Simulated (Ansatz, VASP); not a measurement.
# AlN in VASP and in Ansatz

```xyz
4
Lattice="3.1130 0.0000 0.0000 -1.5565 2.6959 0.0000 0.0000 0.0000 4.9810" Properties=species:S:1:pos:R:3 pbc="T T T"
Al    0.0000    1.7973    0.0000
Al    1.5565    0.8986    2.4905
N     0.0000    1.7973    1.8928
N     1.5565    0.8986    4.3833
```

Alike in both runs: task single point; functional PBE; k mesh 6 × 6 × 4; no spin polarisation.

```csv
,VASP,Ansatz
version,VASP 6.6.1,Ansatz 0.2.0
potentials or method,"VASP PAW PBE potentials, release 64 (Al, N)","plane waves, PAW"
plane-wave cutoff (eV),520,420
occupations,"gaussian, width 0.01 eV",fixed
valence electrons in the cell,16,16
```

|  | VASP | Ansatz | Ansatz less VASP |
| --- | --- | --- | --- |
| gap on the k mesh at the Fermi level (eV) | 4.22 | 4.21 | -0.011 |
